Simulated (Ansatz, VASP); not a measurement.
**ScAl15N16 in VASP and in Ansatz**

```
Sc Al N
1.0
    -3.13919   -5.43724    0.00000
     6.27838    0.00000    0.00000
     0.00000    0.00000   10.00812
Sc Al N
1 15 16
Cartesian
  4.7088 -0.9062 -0.0294
  4.7088 -0.9062 4.9976
  1.5696 -0.9189 -0.0122
  1.5696 -0.8986 5.0003
  3.1282 -3.6185 -0.0122
  3.1458 -3.6286 5.0003
  0.0110 -3.6185 -0.0122
  -0.0066 -3.6286 5.0003
  0.0096 -1.8179 2.5325
  0.0192 -1.8235 7.4710
  3.1296 -1.8179 2.5325
  3.1200 -1.8235 7.4710
  -1.5696 -4.5310 2.4871
  -1.5696 -4.5310 7.5015
  1.5696 -4.5200 2.5325
  1.5696 -4.5089 7.4710
  4.7088 -0.9062 2.0403
  4.7088 -0.9062 6.9318
  1.5696 -0.9108 1.9101
  1.5696 -0.8935 6.8955
  3.1352 -3.6225 1.9101
  3.1502 -3.6312 6.8955
  0.0040 -3.6225 1.9101
  -0.0110 -3.6312 6.8955
  0.0075 -1.8168 4.4356
  0.0900 -1.8644 9.3590
  3.1317 -1.8168 4.4356
  3.0492 -1.8644 9.3590
  -1.5696 -4.5310 4.3950
  -1.5696 -4.5310 9.4233
  1.5696 -4.5224 4.4356
  1.5696 -4.4271 9.3590
```

Alike in both runs: task single point; functional PBEsol; k mesh 6 × 6 × 4; occupations gaussian, width 0.02 eV; no spin polarisation.

|  | VASP | Ansatz |
| --- | --- | --- |
| version | VASP 6.6.1 | Ansatz 0.2.0 |
| potentials or method | VASP PAW PBE potentials, release 64 (Sc_sv, Al, N), cutoff 520 eV | scalar-relativistic, plane waves, PAW |
| valence electrons in the cell | 136 | 136 |

|  | VASP | Ansatz | Ansatz less VASP |
| --- | --- | --- | --- |
| gap on the k mesh at the Fermi level (eV) | 4.03 | 4.02 | -0.017 |
| least direct gap on the mesh (eV) | 4.03 | 4.02 | -0.017 |
| pressure (GPa) | 0.0 | 0.0 | -0.04 |
| rms of the force components (eV/Å) | 0.011 | 0.001 | -0.0102 |

VASP's potentials were made for PBE, not for PBEsol. Atom by atom the forces differ by 0.011 eV/Å (rms over components).
